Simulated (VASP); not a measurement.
Input of a VASP 6.6.1 run:

The input POSCAR:

```
Cu
1.0
   -1.4067234870      1.4067234870      1.3072773775
    1.4067234870     -1.4067234870      1.3072773775
    1.4067234870      1.4067234870     -1.3072773775
Cu
1
Direct
    0.0000000000      0.0000000000      0.0000000000
```

File INCAR.step1:

```
SYSTEM = Cu
PREC = Accurate
ENCUT = 520
ISMEAR = 0
SIGMA = 0.15
LREAL = .FALSE.
LASPH = .TRUE.
NELM = 100
NBANDS = 12
GGA = PE
ALGO = Normal
EDIFF = 1E-4
LWAVE = .TRUE.
LCHARG = .FALSE.
```

INCAR.step2

```
SYSTEM = Cu
PREC = Accurate
ENCUT = 520
EDIFF = 1E-7
ISMEAR = 0
SIGMA = 0.15
LREAL = .FALSE.
LASPH = .TRUE.
NELM = 100
ALGO = Normal
ISIF = 2
LWAVE = .FALSE.
LCHARG = .TRUE.
METAGGA = R2SCAN
LMIXTAU = .TRUE.
LELF = .TRUE.
LVHAR = .TRUE.
NBANDS = 12
ISTART = 1
```

The input KPOINTS:

```
regular mesh
0
G
  24 24 24
  0 0 0
```

Potentials or basis: VASP PAW PBE potentials, release 64 (Cu).

Launch:

```console
$ cat potpaw_PBE.64/Cu/POTCAR > POTCAR
$ cp INCAR.step1 INCAR
$ mpirun -np 1 vasp_std > vasp.out
$ cp INCAR.step2 INCAR
$ mpirun -np 1 vasp_std > vasp.out
```

(1) What does it give for the pressure?

Results:

(1) 22.6 GPa.

Caveat: the cell differs from its parent crystal (strain -0.025 along x and y, -0.050 along z); the PAW data sets were made with another functional, which shifts forces and pressure a little.
